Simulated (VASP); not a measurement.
# MgO (P1) in VASP: notebook

MgO is run at these levels: PBE; tasks: single point.

All numbers are computed with VASP 6.6.1; they aren't measurements. Logs are shortened: lines on timing, memory, paths and dates and some standing lists are left out, and cuts for length are marked.

### Step 1. The cell of the first run

The typed cell holds 16 atoms: a = 6.095 Å, b = 6.095 Å, c = 6.095 Å, α = 60.00°, β = 60.00°, γ = 60.00°.

### Step 2. Single point, PBE

INCAR

```
PREC = Accurate
ENCUT = 520
EDIFF = 1E-7
ISMEAR = -1
SIGMA = 0.05
LREAL = Auto
LASPH = T
NELM = 100
ALGO = Normal
ISIF = 2
LWAVE = F
LCHARG = F
GGA = PE
NBANDS = 46
```

KPOINTS

```
Automatic mesh
0
Gamma
  2 2 2
```

POSCAR

```
MgO
1.0
    0.0000000000      4.3100000000      4.3100000000
    4.3100000000      0.0000000000      4.3100000000
    4.3100000000      4.3100000000      0.0000000000
Mg O
8 8
Direct
    0.0084454756      0.0214385151     -0.0544315545
   -0.0579350348      0.0151740139      0.5056844548
   -0.0399767981      0.5159396752      0.0038283063
    0.0092807425      0.5282830626      0.4571461717
    0.4905916473      0.0079698376     -0.0031902552
    0.4727958237      0.0449535963      0.4541647332
    0.4651856148      0.5565545244     -0.0313341067
    0.4506380510      0.5464153132      0.5041879350
    0.2147795824      0.2529002320      0.2647795824
    0.2541067285      0.2542227378      0.7332714617
    0.2186310905      0.7950580046      0.2509048724
    0.2289443155      0.7771113689      0.7291299304
    0.7370765661      0.3007656613      0.1633178654
    0.7222621810      0.2238399072      0.7588051044
    0.7336890951      0.7627146172      0.2122041763
    0.7421693735      0.7501740139      0.6837238979
```

Potentials or basis: VASP PAW PBE potentials, release 64 (Mg, O).

Started as:

```bash
$ cat potpaw_PBE.64/Mg/POTCAR potpaw_PBE.64/O/POTCAR > POTCAR
$ mpirun -np 1 vasp_std > vasp.out
```

OUTCAR:

```text
PREC = Accurate
   ENCUT = 520
   EDIFF = 1E-7
   ISMEAR = -1
   LREAL = Auto
   LASPH = T
   NELM = 100
   ISIF = 2
   GGA = PE

 ion  position               nearest neighbor table
   1  0.008  0.021  0.946-  12 1.99  10 2.07  14 2.07  13 2.16  11 2.25  15 2.30   7 2.81   6 2.92
                             2 2.93   4 3.03   5 3.05   3 3.06   4 3.06   5 3.06   3 3.07   6 3.19
   2  0.942  0.015  0.506-  14 2.00  16 2.04  11 2.06   9 2.20  12 2.21  13 2.40   5 2.88   1 2.93
                             4 2.93   6 2.94   8 2.99   3 3.04   3 3.06   8 3.12   6 3.18   4 3.20
   3  0.960  0.516  0.004-  13 1.92  15 1.97   9 2.22  12 2.29  10 2.30  16 2.35   5 2.93   4 2.96
                             7 3.01   8 3.02   2 3.04   2 3.06   1 3.06   1 3.07   8 3.08   7 3.10
   4  0.009  0.528  0.457-  16 1.95   9 2.04  11 2.07  10 2.25  15 2.25  14 2.55   7 2.88   6 2.89
                             8 2.90   2 2.93   3 2.96   1 3.03   1 3.06   3 3.16   2 3.20   6 3.21
   5  0.491  0.008  0.997-  14 1.93  15 1.98  11 2.10  10 2.16   9 2.21  16 2.47   6 2.85   2 2.88
                             7 2.92   3 2.93   8 2.96   1 3.05   1 3.06   8 3.15   3 3.17   7 3.19
   6  0.473  0.045  0.454-   9 1.94  10 2.12  16 2.17  12 2.21  13 2.25  15 2.26   5 2.85   4 2.89
                             1 2.92   2 2.94   8 2.96   7 3.04   7 3.06   8 3.15   2 3.18   1 3.19
   7  0.465  0.557  0.969-  13 2.03  12 2.05  16 2.07  11 2.25  14 2.37   9 2.40   1 2.81   4 2.88
                             8 2.91   5 2.92   3 3.01   6 3.04   6 3.06   3 3.10   5 3.19   8 3.19
   8  0.451  0.546  0.504-  12 1.96  11 2.09  10 2.13  15 2.18  14 2.30  13 2.54   4 2.90   7 2.91
                             5 2.96   6 2.96   2 2.99   3 3.02   3 3.08   2 3.12   5 3.15   6 3.15
   9  0.215  0.253  0.265-   6 1.94   4 2.04   2 2.20   5 2.21   3 2.22   7 2.40
  10  0.254  0.254  0.733-   1 2.07   6 2.12   8 2.13   5 2.16   4 2.25   3 2.30
  11  0.219  0.795  0.251-   2 2.06   4 2.07   8 2.09   5 2.10   1 2.25   7 2.25
  12  0.229  0.777  0.729-   8 1.96   1 1.99   7 2.05   6 2.21   2 2.21   3 2.29
  13  0.737  0.301  0.163-   3 1.92   7 2.03   1 2.16   6 2.25   2 2.40   8 2.54
  14  0.722  0.224  0.759-   5 1.93   2 2.00   1 2.07   8 2.30   7 2.37   4 2.55
  15  0.734  0.763  0.212-   3 1.97   5 1.98   8 2.18   4 2.25   6 2.26   1 2.30
  16  0.742  0.750  0.684-   4 1.95   2 2.04   7 2.07   6 2.17   3 2.35   5 2.47

  LATTYP: Found a face centered cubic cell.
 ALAT       =     8.6200000000

  Lattice vectors:

 A1 = (   0.0000000000,   4.3100000000,   4.3100000000)
 A2 = (   4.3100000000,   0.0000000000,   4.3100000000)
 A3 = (   4.3100000000,   4.3100000000,   0.0000000000)

Analysis of symmetry for initial positions (statically):
=====================================================================
 Subroutine PRICEL returns:
 Original cell was already a primitive cell.

 Routine SETGRP: Setting up the symmetry group for a
 face centered cubic supercell.

[... 143 lines left out ...]
   EFERMI =   0.00;   METHOD = LEGACY
   ISMEAR =    -1;   SIGMA  =   0.05  broadening in eV -4-tet -1-fermi 0-gaus
   EFERMI_NEDOS =   21; number of points for ismear=-14 and -15
   IALGO  =     38    algorithm
   IMIX   =      4    mixing-type and parameters
     AMIX     =   0.40;   BMIX     =  1.00
     AMIX_MAG =   1.60;   BMIX_MAG =  1.00
  volume/ion in A,a.u.               =      10.01        67.54
  Fermi-wavevector in a.u.,A,eV,Ry     =   1.205908  2.278836 19.785788  1.454214
  Thomas-Fermi vector in A             =   2.341591
   LORBIT       =      0    0 simple, 1 ext, 2 COOP (PROOUT), +10 PAW based schemes
   GGA     = PE    functional components
   LHFCALC =     F    Hartree Fock is set to
   AEXX    =    0.0000 exact exchange contribution
   IVDW    =     0    specifies the selected vdW correction
   LEPSILON=     F    determine dielectric tensor
   LRPA    =     F    only Hartree local field effects (RPA)
 non-spin polarized calculation
  energy-cutoff  :      520.00
  volume of cell :      160.13
 maximum number of plane-waves:      4338
 NGX is ok and might be reduce to    48
   NGX = 23   NGY = 23   NGZ = 23

 number of electron      64.0000002 magnetization

 Free energy of the ion-electron system (eV)
  ---------------------------------------------------
  ext. energy  EPLUGINS =         0.00000000
  ---------------------------------------------------
  free energy    TOTEN  =       -92.90073450 eV

  energy without entropy =      -92.90073450  energy(sigma->0) =      -92.90073450

 E-fermi :   4.1432     XC(G=0): -10.7317

 val. band max:        2.9390668003   @ k =   0.0000   0.0000   0.0000
 cond. band min:       6.5634593102   @ k =   0.0000   0.0000   0.0000
 fundamental gap:      3.6243925099
 Fermi energy:         4.1431522713

 k-point     1 :       0.0000    0.0000    0.0000
  band No.  band energies     occupation
      1     -14.3671      2.00000
      2     -13.5113      2.00000
      3     -13.2691      2.00000
      4     -13.1237      2.00000
      5     -13.0963      2.00000
      6     -12.8743      2.00000
[... 365 lines left out ...]
     43      13.5186      0.00000
     44      13.5373      0.00000
 [bands above 44 left out]

------------------------ aborting loop because EDIFF is reached ----------------------------------------

  FORCE on cell =-STRESS in cart. coord.  units (eV):
  Direction    XX          YY          ZZ          XY          YZ          ZX
  --------------------------------------------------------------------------------------
  -------------------------------------------------------------------------------------
  Total        1.2942862     -1.4278603     -0.0411335      0.3485151      0.5625634     -0.0491122
  in kB       12.9502782    -14.2867844     -0.4115705      3.4871485      5.6288573     -0.4914035
  external PRESSURE =      -0.5826922 kB  Pullay stress =       0.0000000 kB

 VOLUME and BASIS-vectors are now :
 -----------------------------------------------------------------------------
  energy-cutoff  :      520.00
  volume of cell :      160.13
      direct lattice vectors                 reciprocal lattice vectors
     0.000000000  4.310000000  4.310000000    -0.116009281  0.116009281  0.116009281
     4.310000000  0.000000000  4.310000000     0.116009281 -0.116009281  0.116009281
     4.310000000  4.310000000  0.000000000     0.116009281  0.116009281 -0.116009281

 POSITION                                       TOTAL-FORCE (eV/Angst)
 -----------------------------------------------------------------------------------
      4.16780      4.11180      0.12880         1.823427     -0.509565     -0.401049
      2.24490      6.23980      4.12570        -0.420633     -0.264513      1.097053
      2.24020      4.15420      6.36140        -1.164770      0.232501      0.451173
      4.24720      2.01030      2.31690         0.160467     -0.241804     -1.096380
      4.33060      6.41070      2.14880         0.663289     -1.168805     -0.371140
      2.15120      3.99520      2.23150        -0.362606      1.210295      0.371656
[... 8 lines left out ...]
      4.20190      4.07680      6.44950         0.684298      0.851164     -0.181795
      6.18010      6.14560      6.43200         1.822217      0.206057      0.147263
 -----------------------------------------------------------------------------------
    total drift:                                0.003869      0.000508     -0.004265

  FREE ENERGIE OF THE ION-ELECTRON SYSTEM (eV)
  ---------------------------------------------------
  free  energy   TOTEN  =       -92.9007344962 eV

  energy  without entropy=      -92.9007344962  energy(sigma->0) =      -92.90073450
```

OSZICAR:

```text
N       E                     dE             d eps       ncg     rms          rms(c)
DAV:   1     0.327647938497E+03    0.32765E+03   -0.31214E+04   744   0.126E+03
DAV:   2    -0.820616006645E+02   -0.40971E+03   -0.39636E+03   938   0.270E+02
DAV:   3    -0.106347997983E+03   -0.24286E+02   -0.24150E+02   900   0.692E+01
DAV:   4    -0.106535387087E+03   -0.18739E+00   -0.18709E+00   904   0.686E+00
DAV:   5    -0.106536817433E+03   -0.14303E-02   -0.14301E-02   852   0.592E-01    0.210E+01
DAV:   6    -0.930744340418E+02    0.13462E+02   -0.53381E+01   886   0.325E+01    0.673E+00
DAV:   7    -0.929780891589E+02    0.96345E-01   -0.11476E+00   828   0.506E+00    0.405E+00
DAV:   8    -0.929116130719E+02    0.66476E-01   -0.37558E-01   874   0.419E+00    0.870E-01
DAV:   9    -0.929000385704E+02    0.11575E-01   -0.38253E-02   914   0.981E-01    0.288E-01
DAV:  10    -0.929003543126E+02   -0.31574E-03   -0.65718E-03   890   0.366E-01    0.117E-01
DAV:  11    -0.929007066926E+02   -0.35238E-03   -0.49191E-04   882   0.139E-01    0.303E-02
DAV:  12    -0.929007310681E+02   -0.24376E-04   -0.64904E-05   864   0.488E-02    0.147E-02
DAV:  13    -0.929007336189E+02   -0.25508E-05   -0.14641E-05   904   0.219E-02    0.695E-03
DAV:  14    -0.929007345092E+02   -0.89032E-06   -0.31610E-06   896   0.114E-02    0.246E-03
DAV:  15    -0.929007344962E+02    0.13022E-07   -0.84971E-07   840   0.455E-03
   1 F= -.92900734E+02 E0= -.92900734E+02  d E =-.162904E-10
```

stdout:

```text
POSCAR found type information on POSCAR MgO
 POSCAR found :  2 types and      16 ions
 scaLAPACK will be used
 LDA part: xc-table for (Slater+PW92), standard interpolation
 POSCAR, INCAR and KPOINTS ok, starting setup
 FFT: planning ... GRIDC
 FFT: planning ... GRID_SOFT
 FFT: planning ... GRID
 WAVECAR not read
 entering main loop
```

Wall time 1.7 min (1 thread of Intel Xeon Platinum 8488C (Sapphire Rapids), shared host); peak memory 0.33 GiB.

What came out:

- Free energy: -92.9007 eV
- Pressure: -0.1 GPa
- Largest force: 2.380 eV/Å
- Band gap on the k mesh: 3.62 eV, direct

Forces on the atoms (eV/Å):
```
Mg   1.823 -0.510 -0.401
Mg  -0.421 -0.265  1.097
Mg  -1.165  0.233  0.451
Mg   0.160 -0.242 -1.096
Mg   0.663 -1.169 -0.371
Mg  -0.363  1.210  0.372
Mg  -1.286  1.009 -0.072
Mg  -1.379  0.637  0.047
O    0.125 -1.320  0.950
O    0.040 -0.741  0.343
O   -1.830 -0.400 -0.300
O    0.110  0.500 -0.592
O    0.882  1.169 -1.876
O    0.132 -1.169  1.483
O    0.684  0.851 -0.182
O    1.822  0.206  0.147
```

Levels at points of the mesh, in eV from the valence-band top:
| k point | band 30 | band 31 | band 32 | band 33 | band 34 | band 35 |
| --- | --- | --- | --- | --- | --- | --- |
| (0.00, 0.00, 0.00) | -0.20 | -0.15 | 0.00 | 3.62 | 6.80 | 6.97 |
| (0.50, 0.00, 0.00) | -0.67 | -0.31 | -0.09 | 5.75 | 6.04 | 8.05 |
| (0.00, 0.50, 0.00) | -0.63 | -0.29 | -0.08 | 5.83 | 6.16 | 8.07 |
| (0.00, 0.00, 0.50) | -0.52 | -0.38 | -0.30 | 5.93 | 6.07 | 8.16 |
| (0.50, 0.50, 0.50) | -0.43 | -0.37 | -0.23 | 5.91 | 6.00 | 8.05 |
| (0.50, 0.50, 0.00) | -0.70 | -0.60 | -0.18 | 6.63 | 6.88 | 7.59 |
| (0.00, 0.50, 0.50) | -0.57 | -0.53 | -0.37 | 6.55 | 7.02 | 7.70 |
| (0.50, 0.00, 0.50) | -0.62 | -0.53 | -0.30 | 6.66 | 6.86 | 7.70 |

Caveat: the k points lie up to 0.63 Å⁻¹ apart; forces of over 1 eV/Å act on the atoms, so gaps and moduli don't describe the material at rest.

(Part 1 of 2 ends here.)
